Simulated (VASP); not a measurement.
AlRu, 2 atoms in the cell. It takes space group P4/mmm (No. 123, tetragonal). Conventional cell: a = 2.887 Å, b = 2.887 Å, c = 2.932 Å, α = 90.00°, β = 90.00°, γ = 90.00°. Al (site symmetry 4/mmm) has 8 Ru at 2.51 Å and 6 Al at 2.89 to 2.93 Å within 3.3 Å. Within 3.3 Å of Ru (site symmetry 4/mmm) lie 8 Al at 2.51 Å and 6 Ru at 2.89 to 2.93 Å.  This cell differs from its parent crystal: strain -0.030 along x and y, -0.015 along z.

| Item | Value |
| --- | --- |
| Program | VASP 6.6.1 |
| Task | single point |
| Functional | PBEsol |
| Potentials or basis | VASP PAW PBE potentials, release 64 (Al, Ru_pv) |
| Cutoff | 520 eV |
| k mesh | 20 × 20 × 20 |
| Occupations | gaussian, width 0.15 eV |
| Spin | no spin polarisation |
| Dipole correction | no |
| Further INCAR settings | ALGO = Fast; EDIFF = 1e-06; NBANDS = 16 |

Potentials or basis: VASP PAW PBE potentials, release 64 (Al, Ru_pv).

Command:

```bash
$ cat potpaw_PBE.64/Al/POTCAR potpaw_PBE.64/Ru_pv/POTCAR > POTCAR
$ mpirun -np 1 vasp_std > vasp.out
```

Hardware: 1 thread of Intel Xeon 8259CL (shared host).

Problem. How long does it take, and how much memory?

Solution. It took 2.8 min on 1 thread of Intel Xeon 8259CL, on a shared host, peak memory 0.37 GiB. Counts: scf iterations 13, k points 726.
